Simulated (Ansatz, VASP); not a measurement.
Zr in VASP and in Ansatz

```
Zr
1.0
     3.23200    0.00000    0.00000
    -1.61600    2.79899    0.00000
     0.00000    0.00000    5.19847
Zr
2
Cartesian
  1.6160 0.9330 3.8989
  0.0000 1.8660 1.2996
```

Alike in both runs: functional PBE; k mesh 8 × 8 × 5; occupations fermi-dirac, width 0.05 eV; no spin polarisation.

|  | VASP | Ansatz |
| --- | --- | --- |
| version | VASP 6.6.1 | Ansatz 0.2.0 |
| potentials or method | VASP PAW PBE potentials, release 64 (Zr_sv) | Ansatz PAW |
| plane-wave cutoff (eV) | 520 | 420 |
| valence electrons in the cell | 24 | 24 |
| task | single point | band structure |

```tsv
	VASP	Ansatz	Ansatz less VASP
gap on the k mesh at the Fermi level (eV)	none	none	-
pressure (GPa)	-0.4	-0.4	-0.03
```

A gap of «none» marks a metal or a gap that the smearing closes.
